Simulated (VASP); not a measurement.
# Nb in VASP: a series of runs

The runs below take Nb through electric field gradients, with PBE.

Program: VASP 6.6.1. These are calculated values, not measurements. Logs are shortened: lines on timing, memory, paths and dates and some standing lists are left out, and cuts for length are marked.

### 1 The cell of the first run

It takes space group I4/mmm (No. 139, tetragonal). The conventional cell has a = 3.353 Å, b = 3.353 Å, c = 3.278 Å, α = 90.00°, β = 90.00°, γ = 90.00°. Nb (site symmetry 4/mmm) has 14 Nb at 2.88 to 3.35 Å within 3.8 Å.

### 2 Electric field gradients, PBE (z stretched by -1.5 % at fixed volume)

File INCAR:

```
ALGO     = Normal         # electronic algorithm
EDIFF    = 1E-8           # SCF threshold, eV
ENCUT    = 520            # plane-wave cutoff, eV
GGA      = PE             # functional
ISIF     = 2              # what is computed and relaxed
ISMEAR   = -1             # smearing method
LASPH    = True           # aspherical terms in the spheres
LCHARG   = False          # write CHGCAR
LEFG     = True         
LREAL    = False          # projectors in reciprocal space
LWAVE    = False          # write WAVECAR
NBANDS   = 12             # bands
NELM     = 60             # most SCF steps
PREC     = Accurate       # precision mode
SIGMA    = 0.03           # smearing width, eV
```

File KPOINTS:

```
k-points
0
Gamma
  15 15 15
```

File POSCAR:

```
Nb
1.0
   -1.6765717990      1.6765717990      1.6389907500
    1.6765717990     -1.6765717990      1.6389907500
    1.6765717990      1.6765717990     -1.6389907500
Nb
1
Direct
    0.0000000000      0.0000000000      0.0000000000
```

Potentials or basis: VASP PAW PBE potentials, release 64 (Nb_sv).

Launch:

```console
cat potpaw_PBE.64/Nb_sv/POTCAR > POTCAR
mpirun -np 1 vasp_std > vasp.out
```

OUTCAR:

```text
EDIFF = 1E-8
   ENCUT = 520
   GGA = PE
   ISIF = 2
   ISMEAR = -1
   LASPH = True
   LREAL = False
   NELM = 60
   PREC = Accurate

 ion  position               nearest neighbor table
   1  0.000  0.000  0.000-

  LATTYP: Found a body centered tetragonal cell.
 ALAT       =     3.3531435980
 C/A-ratio  =     0.9775845872

  Lattice vectors:

 A1 = (  -1.6765717990,   1.6765717990,   1.6389907500)
 A2 = (   1.6765717990,  -1.6765717990,   1.6389907500)
 A3 = (   1.6765717990,   1.6765717990,  -1.6389907500)

Analysis of symmetry for initial positions (statically):
=====================================================================
 Subroutine PRICEL returns:
 Original cell was already a primitive cell.

 Routine SETGRP: Setting up the symmetry group for a
 body centered tetragonal supercell.

 Subroutine GETGRP returns: Found 16 space group operations
 (whereof 16 operations were pure point group operations)
 out of a pool of 16 trial point group operations.

The static configuration has the point symmetry D_4h.

Analysis of symmetry for dynamics (positions and initial velocities):
=====================================================================
 Subroutine PRICEL returns:
 Original cell was already a primitive cell.

 Routine SETGRP: Setting up the symmetry group for a
 body centered tetragonal supercell.

 Subroutine GETGRP returns: Found 16 space group operations
 (whereof 16 operations were pure point group operations)
 out of a pool of 16 trial point group operations.

The dynamic configuration has the point symmetry D_4h.

 Subroutine INISYM returns: Found 16 space group operations
 (whereof 16 operations are pure point group operations),
 and found     1 'primitive' translations

----------------------------------------------------------------------------------------

                                     Primitive cell

  volume of cell :      18.4281

  direct lattice vectors                    reciprocal lattice vectors
    -1.676571799  1.676571799  1.638990750     0.000000000  0.298227610  0.305065785
     1.676571799 -1.676571799  1.638990750     0.298227610  0.000000000  0.305065785
[... 127 lines left out ...]
  free energy    TOTEN  =       -10.21270898 eV

  energy without entropy =      -10.20789320  energy(sigma->0) =      -10.21030109

 E-fermi :  10.8701     XC(G=0): -12.3830

 val. band max:       10.8659012735   @ k =  -0.2000  -0.4000   0.2000
 cond. band min:      10.8721111510   @ k =  -0.1333   0.4000   0.0667
 fundamental gap:      0.0062098775
 Fermi energy:        10.8701207898

 k-point     1 :       0.0000    0.0000    0.0000
  band No.  band energies     occupation
      1     -43.5403      2.00000
      2     -18.8845      2.00000
      3     -18.8840      2.00000
      4     -18.8840      2.00000
      5       4.9597      2.00000
      6      11.0719      0.00239
      7      11.3200      0.00000
      8      11.3200      0.00000
      9      13.8934      0.00000
     10      14.2304      0.00000
     11      24.8912      0.00000
     12      24.8912      0.00000
[... 331 lines left out ...]
 k-point    24 :       0.2000    0.1333   -0.0000
  band No.  band energies     occupation
      1     -43.3986      2.00000
      2     -19.6609      2.00000
      3     -19.1270      2.00000
      4     -18.9629      2.00000
      5       7.4759      2.00000
      6       9.9921      2.00000
      7      10.3039      2.00000
      8      13.3147      0.00000
      9      14.4380      0.00000
     10      14.6653      0.00000
     11      25.3911      0.00000
     12      26.1485      0.00000

 [... further k-points ...]

------------------------ aborting loop because EDIFF is reached ----------------------------------------

  FORCE on cell =-STRESS in cart. coord.  units (eV):
  Direction    XX          YY          ZZ          XY          YZ          ZX
  --------------------------------------------------------------------------------------
  -------------------------------------------------------------------------------------
  Total       -0.4073843     -0.4073843     -0.1389701      0.0000000     -0.0000000      0.0000000
  in kB      -35.4188178    -35.4188178    -12.0823432      0.0000000     -0.0000000      0.0000000
  external PRESSURE =     -27.6399929 kB  Pullay stress =       0.0000000 kB

 VOLUME and BASIS-vectors are now :
 -----------------------------------------------------------------------------
  energy-cutoff  :      520.00
  volume of cell :       18.43
      direct lattice vectors                 reciprocal lattice vectors
    -1.676571799  1.676571799  1.638990750     0.000000000  0.298227610  0.305065785
     1.676571799 -1.676571799  1.638990750     0.298227610  0.000000000  0.305065785
     1.676571799  1.676571799 -1.638990750     0.298227610  0.298227610  0.000000000

 POSITION                                       TOTAL-FORCE (eV/Angst)
 -----------------------------------------------------------------------------------
      0.00000      0.00000      0.00000         0.000000     -0.000000      0.000000
 -----------------------------------------------------------------------------------
    total drift:                                0.000000      0.000000      0.000000

  FREE ENERGIE OF THE ION-ELECTRON SYSTEM (eV)
  ---------------------------------------------------
  free  energy   TOTEN  =       -10.2127089768 eV

  energy  without entropy=      -10.2078932000  energy(sigma->0) =      -10.21030109

 Electric field gradients (V/A^2)
---------------------------------------------------------------------
 ion       V_xx      V_yy      V_zz      V_xy      V_xz      V_yz
---------------------------------------------------------------------
   1       1.540     1.540    -3.080    -0.000    -0.000    -0.000
---------------------------------------------------------------------

 Electric field gradients after diagonalization (V/A^2)
 (convention: |V_zz| > |V_xx| > |V_yy|)
----------------------------------------------------------------------
 ion       V_xx      V_yy      V_zz     asymmetry (V_yy - V_xx)/ V_zz
----------------------------------------------------------------------
   1       1.540     1.540    -3.080       0.000
----------------------------------------------------------------------

           NMR quadrupolar parameters

 Cq : quadrupolar parameter    Cq=e*Q*V_zz/h
 eta: asymmetry parameters     (V_yy - V_xx)/ V_zz
 Q  : nuclear electric quadrupole moment in mb (millibarn)
----------------------------------------------------------------------
 ion       Cq(MHz)       eta       Q (mb)
----------------------------------------------------------------------
   1      -0.007       0.000       1.000
----------------------------------------------------------------------
```

It took 55 s on 1 thread of Intel Xeon 8259CL, shared host; peak memory 0.19 GiB.

Results:

| Property | Result |
| --- | --- |
| Free energy | -10.2127 eV |
| Pressure | -2.8 GPa |
| Band gap on the k mesh | zero (an odd number of electrons rules out a gap without spin polarisation) |
| Largest electric field gradient by atom | Nb -3.1 V/Å² |

Levels at points of the mesh, in eV from the Fermi level:
```
           k point  band 3  band 4  band 5  band 6  band 7  band 8  band 9  band 10
(0.00, 0.00, 0.00)  -29.75  -29.75   -5.91    0.20    0.45    0.45    3.02     3.36
```

Electric field gradients, principal values (V/Å²):
```csv
atom,least,middle,greatest (by size)
1 Nb,1.540,1.540,-3.080
```

Caveat: without QUAD_EFG the Cq values of the log hold for a quadrupole moment of 1 mb, not for the nuclei.

### 3 Electric field gradients, PBE (z stretched by -1.5 % at fixed volume)

File INCAR:

```
SYSTEM = Nb
ALGO = Normal
EDIFF = 1E-8
ENCUT = 520
GGA = PE
ISIF = 2
ISMEAR = -1
LASPH = .TRUE.
LCHARG = .FALSE.
LEFG = .TRUE.
LREAL = .FALSE.
LWAVE = .FALSE.
NBANDS = 12
NELM = 100
PREC = Accurate
SIGMA = 0.03
```

File KPOINTS:

```
k-points
0
G
  15 15 15
  0 0 0
```

POSCAR is that of step 2.

Potentials or basis: VASP PAW PBE potentials, release 64 (Nb_sv).

Launch:

```console
cat potpaw_PBE.64/Nb_sv/POTCAR > POTCAR
mpirun -np 1 vasp_std > vasp.out
```

OUTCAR:

```text
SYSTEM = Nb
   EDIFF = 1E-8
   ENCUT = 520
   GGA = PE
   ISIF = 2
   ISMEAR = -1
   LASPH = .TRUE.
   LREAL = .FALSE.
   NELM = 100
   PREC = Accurate

 ion  position               nearest neighbor table
   1  0.000  0.000  0.000-

  LATTYP: Found a body centered tetragonal cell.
 ALAT       =     3.3531435980
 C/A-ratio  =     0.9775845872

  Lattice vectors:

 A1 = (  -1.6765717990,   1.6765717990,   1.6389907500)
 A2 = (   1.6765717990,  -1.6765717990,   1.6389907500)
 A3 = (   1.6765717990,   1.6765717990,  -1.6389907500)

Analysis of symmetry for initial positions (statically):
[... 563 lines left out ...]
    total drift:                                0.000000      0.000000      0.000000

  FREE ENERGIE OF THE ION-ELECTRON SYSTEM (eV)
  ---------------------------------------------------
  free  energy   TOTEN  =       -10.2127089768 eV

  energy  without entropy=      -10.2078932000  energy(sigma->0) =      -10.21030109

 Electric field gradients (V/A^2)
---------------------------------------------------------------------
 ion       V_xx      V_yy      V_zz      V_xy      V_xz      V_yz
---------------------------------------------------------------------
   1       1.540     1.540    -3.080    -0.000    -0.000    -0.000
---------------------------------------------------------------------

 Electric field gradients after diagonalization (V/A^2)
 (convention: |V_zz| > |V_xx| > |V_yy|)
----------------------------------------------------------------------
 ion       V_xx      V_yy      V_zz     asymmetry (V_yy - V_xx)/ V_zz
----------------------------------------------------------------------
   1       1.540     1.540    -3.080       0.000
----------------------------------------------------------------------

           NMR quadrupolar parameters

 Cq : quadrupolar parameter    Cq=e*Q*V_zz/h
 eta: asymmetry parameters     (V_yy - V_xx)/ V_zz
 Q  : nuclear electric quadrupole moment in mb (millibarn)
----------------------------------------------------------------------
 ion       Cq(MHz)       eta       Q (mb)
----------------------------------------------------------------------
   1      -0.007       0.000       1.000
----------------------------------------------------------------------
```

stdout:

```text
POSCAR found type information on POSCAR Nb
 POSCAR found :  1 types and       1 ions
 scaLAPACK will be used
 LDA part: xc-table for (Slater+PW92), standard interpolation
 POSCAR, INCAR and KPOINTS ok, starting setup
 FFT: planning ... GRIDC
 FFT: planning ... GRID_SOFT
 FFT: planning ... GRID
 WAVECAR not read
 entering main loop
ion   1
```

It took 52 s on 1 thread of Intel Xeon 8259CL, shared host; peak memory 0.19 GiB.

What came out:

| Item | Value |
| --- | --- |
| Free energy | -10.2127 eV |
| Pressure | -2.8 GPa |
| Band gap on the k mesh | zero (an odd number of electrons rules out a gap without spin polarisation) |
| Largest electric field gradient by atom | Nb -3.1 V/Å² |

Levels at points of the mesh, in eV from the Fermi level:
```csv
k point,band 4,band 5,band 6,band 7,band 8,band 9
"(0.00, 0.00, 0.00)",-29.75,-5.91,0.20,0.45,0.45,3.02
```

Electric field gradients, principal values (V/Å²):
| atom | least | middle | greatest (by size) |
| --- | --- | --- | --- |
| 1 Nb | 1.540 | 1.540 | -3.080 |

Caveat: without QUAD_EFG the Cq values of the log hold for a quadrupole moment of 1 mb, not for the nuclei.

(Part 1 of 2 ends here.)
